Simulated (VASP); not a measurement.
Wanted: the native input for a VASP 6.6.1 run.

```
Task                   : single point
Functional             : r2SCAN
Potentials or basis    : VASP PAW PBE potentials, release 64 (K_sv, F)
Cutoff                 : 520 eV
k mesh                 : 8 × 8 × 8
Occupations            : gaussian, width 0.05 eV
Spin                   : no spin polarisation
Dipole correction      : no
Further INCAR settings : ALGO = Normal; EDIFF = 1e-06; NBANDS = 15
```

The system is KF.

```
CELL_PARAMETERS angstrom
0.00000 2.53982 2.60666
2.53982 0.00000 2.60666
2.53982 2.53982 0.00000
ATOMIC_POSITIONS crystal
K 0.00000 0.00000 0.00000
F 0.50000 0.50000 0.50000
```

This cell differs from its parent crystal: strain -0.050 along x and y, -0.025 along z.

One way to write it, as run:

POSCAR

```
KF
1.0
    0.0000000000      2.5398250000      2.6066625000
    2.5398250000      0.0000000000      2.6066625000
    2.5398250000      2.5398250000      0.0000000000
K F
1 1
Direct
    0.0000000000      0.0000000000      0.0000000000
    0.5000000000      0.5000000000      0.5000000000
```

INCAR.step1

```
  ALGO = Normal
  EDIFF = 1E-4
  ENCUT = 520
  GGA = PE
  ISMEAR = 0
  LASPH = T
  LCHARG = F
  LREAL = F
  LWAVE = T
  NBANDS = 15
  NELM = 80
  PREC = Accurate
  SIGMA = 0.05
```

INCAR.step2

```
  ALGO = Normal
  EDIFF = 1E-6
  ENCUT = 520
  ISIF = 2
  ISMEAR = 0
  ISTART = 1
  LASPH = T
  LCHARG = F
  LMIXTAU = T
  LREAL = F
  LWAVE = F
  METAGGA = R2SCAN
  NBANDS = 15
  NELM = 80
  PREC = Accurate
  SIGMA = 0.05
```

KPOINTS

```
k-points
0
Gamma
  8 8 8
```

Potentials or basis: VASP PAW PBE potentials, release 64 (K_sv, F).

Run with:

```console
$ cat potpaw_PBE.64/K_sv/POTCAR potpaw_PBE.64/F/POTCAR > POTCAR
$ cp INCAR.step1 INCAR
$ mpirun -np 1 vasp_std > vasp.out
$ cp INCAR.step2 INCAR
$ mpirun -np 1 vasp_std > vasp.out
```

It gave:

The pressure is 5.4 GPa. The band gap on the k mesh is 7.53 eV, direct.

Caveat: the cell differs from its parent crystal (strain -0.050 along x and y, -0.025 along z); the PAW data sets were made with another functional, which shifts forces and pressure a little.

It took 66 s on 1 thread of Intel(R) Xeon(R) 6975P-C (Granite Rapids), with other jobs on the host, peak memory 0.17 GiB.
